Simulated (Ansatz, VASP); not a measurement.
## One calculation of MgS, two programs

```xyz
2
Lattice="0.0000 2.6147 2.6147 2.6147 0.0000 2.6147 2.6147 2.6147 0.0000" Properties=species:S:1:pos:R:3 pbc="T T T"
Mg    2.6147    2.6147    2.6147
S     0.0000    0.0000    0.0000
```

Alike in both runs: task relaxation of cell and atoms; functional PBE; k mesh 8 × 8 × 8; no spin polarisation.

```csv
,VASP,Ansatz
version,VASP 6.6.1,Ansatz 0.2.0
potentials or method,"VASP PAW PBE potentials, release 64 (Mg, S), cutoff 600 eV","scalar-relativistic, plane waves, PAW"
occupations,"gaussian, width 0.01 eV",fixed
valence electrons in the cell,8,16
```

Ansatz gave:

- gap on the k mesh at the Fermi level, each at its own relaxed structure (eV): 2.76
- relaxed volume (Å³/atom): 17.88
- relaxed cell length with the largest relative difference (Å): 3.698

Q: What did VASP give for the same quantities?

A: gap on the k mesh at the Fermi level, each at its own relaxed structure (eV): 2.75; relaxed volume (Å³/atom): 17.81; relaxed cell length with the largest relative difference (Å): 3.694.

VASP's potentials hold 8 valence electrons a cell and Ansatz's 16, so a difference there can come from the potentials and not from the codes.
